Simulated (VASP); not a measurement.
# La: single point with LDA

La:

```
La
1.0
    -2.02310    2.02310    2.02310
     2.02310   -2.02310    2.02310
     2.02310    2.02310   -2.02310
La
1
Direct
  0.00000 0.00000 0.00000
```

```
Program             : VASP 6.6.1
Task                : single point
Functional          : LDA
Potentials or basis : VASP PAW LDA potentials, release 64 (La)
Cutoff              : 520 eV
k mesh              : 15 × 15 × 15
Occupations         : fermi-dirac, width 0.08 eV
Spin                : no spin polarisation
```

```yaml
Pressure: -0.1 GPa
```

Levels at points of the mesh, in eV from the Fermi level:
| k point | band 1 | band 2 | band 3 | band 4 | band 5 | band 6 | band 7 | band 8 | band 9 | band 10 |
| --- | --- | --- | --- | --- | --- | --- | --- | --- | --- | --- |
| (0.00, 0.00, 0.00) | -32.62 | -15.32 | -15.32 | -15.32 | -3.04 | 1.50 | 1.50 | 1.50 | 1.60 | 1.60 |

It took 40 s on 1 thread of Intel(R) Xeon(R) Platinum 8375C CPU @ 2.90GHz (Ice Lake), on a shared host, peak memory 0.19 GiB.

Caveat: spin-orbit coupling is left out, which moves the levels of the heavy elements.
